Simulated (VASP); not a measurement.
# Te2Mo in VASP: notebook

Runs on Te2Mo. Level: PBEsol. Tasks: single point.

Program: VASP 6.6.1. These are calculated values, not measurements. Logs are shortened: lines on timing, memory, paths and dates and some standing lists are left out, and cuts for length are marked.

### Step 1. The cell of the first run

The cell holds a slab with vacuum, 12 atoms: a = 3.493 Å, b = 3.493 Å, c = 37.516 Å, α = 90.00°, β = 90.00°, γ = 120.00°.

### Step 2. Single point, PBEsol (atom 1 (Te) moved by +0.340 Å along x and +0.000 Å along [0 0 1])

Contents of INCAR:

```
SYSTEM = Te2Mo
PREC = Accurate ; ENCUT = 520
EDIFF = 1E-7 ; ISMEAR = 0
SIGMA = 0.05 ; LREAL = .FALSE.
LASPH = .TRUE. ; NELM = 100
ALGO = Normal ; ISIF = 2
LWAVE = .FALSE. ; LCHARG = .FALSE.
GGA = PS ; NBANDS = 64
KPAR = 4
```

Contents of KPOINTS:

```
regular mesh
0
G
  9 9 1
  0 0 0
```

Contents of POSCAR:

```
Te2Mo
1.0
    3.4932091909      0.0000000000      0.0000000000
   -1.7466045954      3.0252079000      0.0000000000
    0.0000000000      0.0000000000     37.5161156315
Te Mo
8 4
Direct
    0.4418927421      0.7461376695      0.8584425242
    0.3333333333      0.6666666667      0.2318351738
    0.6666666667      0.3333333333      0.6719958813
    0.6666666667      0.3333333333      0.0453069351
    0.6666666667      0.3333333333      0.7681648262
    0.6666666667      0.3333333333      0.1415574758
    0.3333333333      0.6666666667      0.9546930649
    0.3333333333      0.6666666667      0.3280041187
    0.3333333333      0.6666666667      0.7200184287
    0.3333333333      0.6666666667      0.0934314856
    0.6666666667      0.3333333333      0.9065685144
    0.6666666667      0.3333333333      0.2799815713
```

Potentials or basis: VASP PAW PBE potentials, release 64 (Te, Mo_sv).

On the command line:

```console
$ cat potpaw_PBE.64/Te/POTCAR potpaw_PBE.64/Mo_sv/POTCAR > POTCAR
$ mpirun -np 4 vasp_std > vasp.out
```

OUTCAR:

```text
SYSTEM = Te2Mo
   PREC = Accurate
   ENCUT = 520
   EDIFF = 1E-7
   ISMEAR = 0
   LREAL = .FALSE.
   LASPH = .TRUE.
   NELM = 100
   ISIF = 2
   GGA = PS

 ion  position               nearest neighbor table
   1  0.442  0.746  0.858-  11 2.54  11 2.66  11 2.96   7 3.63
   2  0.333  0.667  0.232-  12 2.71  12 2.71  12 2.71   8 3.61
   3  0.667  0.333  0.672-   9 2.70   9 2.70   9 2.70   5 3.61
   4  0.667  0.333  0.045-  10 2.71  10 2.71  10 2.71   6 3.61
   5  0.667  0.333  0.768-   9 2.71   9 2.71   9 2.71   3 3.61
   6  0.667  0.333  0.142-  10 2.71  10 2.71  10 2.71   4 3.61
   7  0.333  0.667  0.955-  11 2.71  11 2.71  11 2.71   1 3.63
   8  0.333  0.667  0.328-  12 2.70  12 2.70  12 2.70   2 3.61
   9  0.333  0.667  0.720-   3 2.70   3 2.70   3 2.70   5 2.71   5 2.71   5 2.71
  10  0.333  0.667  0.093-   4 2.71   4 2.71   4 2.71   6 2.71   6 2.71   6 2.71
  11  0.667  0.333  0.907-   1 2.54   1 2.66   7 2.71   7 2.71   7 2.71   1 2.96
  12  0.667  0.333  0.280-   8 2.70   8 2.70   8 2.70   2 2.71   2 2.71   2 2.71

  LATTYP: Found a hexagonal cell.
 ALAT       =     3.4932091909
 C/A-ratio  =    10.7397277350

  Lattice vectors:

 A1 = (   3.4932091909,   0.0000000000,   0.0000000000)
 A2 = (  -1.7466045954,   3.0252079000,   0.0000000000)
 A3 = (   0.0000000000,   0.0000000000,  37.5161156315)

Analysis of symmetry for initial positions (statically):
=====================================================================
 Subroutine PRICEL returns:
 Original cell was already a primitive cell.

 Routine SETGRP: Setting up the symmetry group for a
 hexagonal supercell.

 Subroutine GETGRP returns: Found  1 space group operations
 (whereof  1 operations were pure point group operations)
 out of a pool of 24 trial point group operations.

The static configuration has the point symmetry C_1 .

Analysis of symmetry for dynamics (positions and initial velocities):
=====================================================================
 Subroutine PRICEL returns:
 Original cell was already a primitive cell.

 Routine SETGRP: Setting up the symmetry group for a
 hexagonal supercell.

 Subroutine GETGRP returns: Found  1 space group operations
 (whereof  1 operations were pure point group operations)
 out of a pool of 24 trial point group operations.

The dynamic configuration has the point symmetry C_1 .

 Subroutine INISYM returns: Found  1 space group operations
 (whereof  1 operations are pure point group operations),
 and found     1 'primitive' translations

----------------------------------------------------------------------------------------

                                     Primitive cell

  volume of cell :     396.4585

  direct lattice vectors                    reciprocal lattice vectors
     3.493209191  0.000000000  0.000000000     0.286269715  0.165277897  0.000000000
    -1.746604595  3.025207900  0.000000000     0.000000000  0.330555794  0.000000000
     0.000000000  0.000000000 37.516115631     0.000000000  0.000000000  0.026655212

  length of vectors
     3.493209191  3.493209191 37.516115631     0.330555794  0.330555794  0.026655212

  position of ions in fractional coordinates (direct lattice)
     0.441892742  0.746137670  0.858442524
     0.333333333  0.666666667  0.231835174
     0.666666667  0.333333333  0.671995881
     0.666666667  0.333333333  0.045306935
     0.666666667  0.333333333  0.768164826
     0.666666667  0.333333333  0.141557476
     0.333333333  0.666666667  0.954693065
     0.333333333  0.666666667  0.328004119
     0.333333333  0.666666667  0.720018429
     0.333333333  0.666666667  0.093431486
     0.666666667  0.333333333  0.906568514
     0.666666667  0.333333333  0.279981571

  ion indices of the primitive-cell ions
   primitive index   ion index
                 1           1
                 2           2
                 3           3
                 4           4
                 5           5
                 6           6
                 7           7
                 8           8
                 9           9
                10          10
                11          11
                12          12

----------------------------------------------------------------------------------------

 KPOINTS: regular mesh

Automatic generation of k-mesh.
 Grid dimensions read from file:
 generate k-points for:    9    9    1

 Generating k-lattice:

  Cartesian coordinates                     Fractional coordinates (reciprocal lattice)
     0.031807746  0.018364211  0.000000000     0.111111111 -0.000000000  0.000000000
     0.000000000  0.036728422  0.000000000     0.000000000  0.111111111  0.000000000
     0.000000000  0.000000000  0.026655212     0.000000000  0.000000000  1.000000000

  Length of vectors
     0.036728422  0.036728422  0.026655212

  Shift w.r.t. Gamma in fractional coordinates (k-lattice)
     0.000000000  0.000000000  0.000000000

 Subroutine IBZKPT returns following result:
 ===========================================

 Found     41 irreducible k-points:

 Following reciprocal coordinates:
            Coordinates               Weight
  0.000000  0.000000  0.000000      1.000000
  0.111111  0.000000  0.000000      2.000000
  0.000000  0.111111  0.000000      2.000000
 -0.111111  0.111111  0.000000      2.000000
  0.222222  0.000000  0.000000      2.000000
  0.000000  0.222222  0.000000      2.000000
[... 16 lines left out ...]
  0.333333  0.111111  0.000000      2.000000
 -0.111111  0.444444  0.000000      2.000000
 [... further k-points ...]
   k-points           NKPTS =     41   k-points in BZ     NKDIM =     41   number of bands    NBANDS=     64
   number of dos      NEDOS =    301   number of ions     NIONS =     12
   total plane-waves  NPLWV = 219520
   dimension x,y,z NGX =    28 NGY =   28 NGZ =  280
   dimension x,y,z NGXF=    56 NGYF=   56 NGZF=  560
   ions per type =               8   4
   NGX,Y,Z   is equivalent  to a cutoff of  13.33, 13.33, 12.41 a.u.
   NGXF,Y,Z  is equivalent  to a cutoff of  26.65, 26.65, 24.82 a.u.
 SYSTEM =  Te2Mo
   PREC   = accura    normal or accurate (medium, high low for compatibility)
   ISTART =      0    job   : 0-new  1-cont  2-samecut
   ICHARG =      2    charge: 1-file 2-atom 10-const
   ISPIN  =      1    spin polarized calculation?
   LNONCOLLINEAR =      F non collinear calculations
   LSORBIT =      F    spin-orbit coupling
   LASPH  =      T    aspherical Exc in radial PAW
   ENCUT  =  520.0 eV  38.22 Ry    6.18 a.u.   6.50  6.50 69.76*2*pi/ulx,y,z
   NELM   =    100;   NELMIN=  2; NELMDL= -5     # of ELM steps
   EDIFF  = 0.1E-06   stopping-criterion for ELM
   LREAL  =      F    real-space projection
   EDIFFG = 0.1E-05   stopping-criterion for IOM
   NSW    =      0    number of steps for IOM
   IBRION =     -1    ionic relax: 0-MD 1-quasi-New 2-CG
   NFREE  =      0    steps in history (QN), initial steepest desc. (CG)
   ISIF   =      2    stress and relaxation
   ISYM   =      2    0-nonsym 1-usesym 2-fastsym
   POTIM  = 0.5000    time-step for ionic-motion
   TEBEG  =    0.0;   TEEND  =   0.0 temperature during run
   PSTRESS=    0.0 pullay stress
   NELECT =     104.0000    total number of electrons
   NUPDOWN=      -1.0000    fix difference up-down
   EMIN   =  10.00;   EMAX   =-10.00  energy-range for DOS
   EFERMI =   0.00;   METHOD = LEGACY
   ISMEAR =     0;   SIGMA  =   0.05  broadening in eV -4-tet -1-fermi 0-gaus
   EFERMI_NEDOS =   21; number of points for ismear=-14 and -15
   IALGO  =     38    algorithm
   IMIX   =      4    mixing-type and parameters
     AMIX     =   0.40;   BMIX     =  1.00
     AMIX_MAG =   1.60;   BMIX_MAG =  1.00
  volume/ion in A,a.u.               =      33.04       222.95
  Fermi-wavevector in a.u.,A,eV,Ry     =   1.047981  1.980397 14.942789  1.098264
  Thomas-Fermi vector in A             =   2.182884
   LORBIT       =      0    0 simple, 1 ext, 2 COOP (PROOUT), +10 PAW based schemes
   GGA     = PS    functional components
   LHFCALC =     F    Hartree Fock is set to
   AEXX    =    0.0000 exact exchange contribution
   IVDW    =     0    specifies the selected vdW correction
   LEPSILON=     F    determine dielectric tensor
   LRPA    =     F    only Hartree local field effects (RPA)
 non-spin polarized calculation
 Gauss-broadening in eV      SIGMA  =   0.05
  energy-cutoff  :      520.00
  volume of cell :      396.46
 maximum number of plane-waves:     10795
 NGX is ok and might be reduce to    28
   NGX = 13   NGY = 13   NGZ =139

 number of electron     103.9999997 magnetization

 Free energy of the ion-electron system (eV)
  ---------------------------------------------------
  ext. energy  EPLUGINS =         0.00000000
  ---------------------------------------------------
  free energy    TOTEN  =       -78.35717107 eV

  energy without entropy =      -78.35717107  energy(sigma->0) =      -78.35717107

 E-fermi :   5.1705     XC(G=0):  -8.2126

 val. band max:        4.8393669577   @ k =   0.1111   0.0000   0.0000
 cond. band min:       5.6987586672   @ k =   0.2222   0.2222   0.0000
 fundamental gap:      0.8593917095
 Fermi energy:         5.1704754106

 k-point     1 :       0.0000    0.0000    0.0000
  band No.  band energies     occupation
      1     -55.8180      2.00000
      2     -55.8101      2.00000
      3     -55.8074      2.00000
      4     -55.7912      2.00000
      5     -30.0315      2.00000
      6     -30.0284      2.00000
[... 56 lines left out ...]
     63       8.2598      0.00000
     64       8.2736      0.00000

 k-point     2 :       0.1111    0.0000    0.0000
  band No.  band energies     occupation
      1     -55.8167      2.00000
      2     -55.8088      2.00000
      3     -55.8061      2.00000
      4     -55.7900      2.00000
      5     -30.0278      2.00000
      6     -30.0250      2.00000
[... 1463 lines left out ...]
     63       7.5882      0.00000
     64       7.7422      0.00000

 k-point    24 :      -0.1111    0.4444    0.0000
  band No.  band energies     occupation
      1     -55.8079      2.00000
      2     -55.8000      2.00000
      3     -55.7973      2.00000
      4     -55.7808      2.00000
      5     -30.0191      2.00000
      6     -30.0027      2.00000
[... 56 lines left out ...]
     63       7.5456      0.00000
     64       7.7270      0.00000

 [... further k-points ...]
[... 5 lines left out ...]
  --------------------------------------------------------------------------------------
  -------------------------------------------------------------------------------------
  Total       -0.2881377      1.4101236      1.9129669     -0.9294706      2.5910146      1.5421386
  in kB       -1.1644287      5.6986249      7.7307272     -3.7561988     10.4708699      6.2321270
  external PRESSURE =       4.0883078 kB  Pullay stress =       0.0000000 kB

 VOLUME and BASIS-vectors are now :
 -----------------------------------------------------------------------------
  energy-cutoff  :      520.00
  volume of cell :      396.46
      direct lattice vectors                 reciprocal lattice vectors
     3.493209191  0.000000000  0.000000000     0.286269715  0.165277897  0.000000000
    -1.746604595  3.025207900  0.000000000     0.000000000  0.330555794  0.000000000
     0.000000000  0.000000000 37.516115631     0.000000000  0.000000000  0.026655212

 POSITION                                       TOTAL-FORCE (eV/Angst)
 -----------------------------------------------------------------------------------
      0.24042      2.25722     32.20543        -1.092692     -1.618746     -0.822045
     -0.00000      2.01681      8.69756        -0.000063     -0.000068     -0.035209
      1.74660      1.00840     25.21068        -0.001520     -0.001835     -0.030992
      1.74660      1.00840      1.69974        -0.001445     -0.001862     -0.033748
      1.74660      1.00840     28.81856         0.016657      0.020565      0.027592
      1.74660      1.00840      5.31069         0.000474      0.000343      0.032863
     -0.00000      2.01681     35.81638        -0.138822     -0.068030      0.065542
     -0.00000      2.01681     12.30544         0.000051      0.000051      0.031083
     -0.00000      2.01681     27.01229         0.012837      0.014497     -0.002300
     -0.00000      2.01681      3.50519        -0.002019     -0.001476      0.000130
      1.74660      1.00840     34.01093         1.206526      1.656559      0.763790
      1.74660      1.00840     10.50382         0.000018      0.000001      0.003293
 -----------------------------------------------------------------------------------
    total drift:                                0.000185      0.000224     -0.000054

  FREE ENERGIE OF THE ION-ELECTRON SYSTEM (eV)
  ---------------------------------------------------
  free  energy   TOTEN  =       -78.3571710676 eV

  energy  without entropy=      -78.3571710676  energy(sigma->0) =      -78.35717107
```

It took 11 min on 4 MPI ranks of Intel Xeon Platinum 8559C (Emerald Rapids), shared host; peak memory 1 GiB.

Results:

```
Free energy            : -78.3572 eV
Largest force          : 2.187 eV/Å
Band gap on the k mesh : 0.86 eV, indirect (least direct gap 1.09 eV)
```

Forces on the atoms (eV/Å):
```
Te  -1.093 -1.619 -0.822
Te   0.000  0.000 -0.035
Te  -0.002 -0.002 -0.031
Te  -0.001 -0.002 -0.034
Te   0.017  0.021  0.028
Te   0.000  0.000  0.033
Te  -0.139 -0.068  0.066
Te   0.000  0.000  0.031
Mo   0.013  0.014 -0.002
Mo  -0.002 -0.001  0.000
Mo   1.207  1.657  0.764
Mo   0.000  0.000  0.003
```

Caveat: the cell differs from its parent crystal (atom 1 (Te) moved by +0.340 Å along x and +0.000 Å along [0 0 1]); the PAW data sets were made with another functional, which shifts forces and pressure a little; spin-orbit coupling is left out, which moves the levels of the heavy elements.

### Step 3. Single point, PBEsol (atom 1 (Te) moved by -0.340 Å along x and -0.340 Å along [0 0 1])

Edit INCAR of step 2 so:

```diff
@@ -2,3 +2,3 @@
 PREC = Accurate ; ENCUT = 520
-EDIFF = 1E-7 ; ISMEAR = 0
+EDIFF = 1E-6 ; ISMEAR = 0
 SIGMA = 0.05 ; LREAL = .FALSE.
```

KPOINTS is that of step 2.

Edit POSCAR of step 2 so:

```diff
@@ -8,3 +8,3 @@
 Direct
-    0.4418927421      0.7461376695      0.8584425242
+    0.2247739246      0.5871956638      0.8493797523
     0.3333333333      0.6666666667      0.2318351738
```

Potentials or basis: VASP PAW PBE potentials, release 64 (Te, Mo_sv).

On the command line:

```console
$ cat potpaw_PBE.64/Te/POTCAR potpaw_PBE.64/Mo_sv/POTCAR > POTCAR
$ mpirun -np 4 vasp_std > vasp.out
```

Wall time 10 min (4 MPI ranks of AMD EPYC 7R13 (Zen 3), shared host); peak memory 1 GiB.

Results (log left out):

```yaml
Free_energy: -77.9978 eV
Largest_force: 2.432 eV/Å
Band_gap_on_the_k_mesh: 0.39 eV, indirect (least direct gap 0.81 eV)
```

Forces on the atoms (eV/Å):
```
Te   0.840  0.689  2.175
Te   0.000  0.000 -0.037
Te   0.003  0.003 -0.032
Te   0.003  0.002 -0.034
Te  -0.051 -0.042 -0.088
Te   0.000  0.000  0.029
Te   0.007  0.050 -0.387
Te   0.000  0.000  0.030
Mo  -0.026 -0.022 -0.023
Mo   0.000  0.001  0.011
Mo  -0.776 -0.681 -1.651
Mo   0.000  0.000  0.006
```

Levels at points of the mesh, in eV from the valence-band top:
| k point | band 50 | band 51 | band 52 | band 53 | band 54 | band 55 |
| --- | --- | --- | --- | --- | --- | --- |
| (0.00, 0.00, 0.00) | -0.34 | -0.33 | -0.20 | 2.29 | 2.39 | 2.68 |

Caveat: the cell differs from its parent crystal (atom 1 (Te) moved by -0.340 Å along x and -0.340 Å along [0 0 1]); the PAW data sets were made with another functional, which shifts forces and pressure a little; spin-orbit coupling is left out, which moves the levels of the heavy elements.
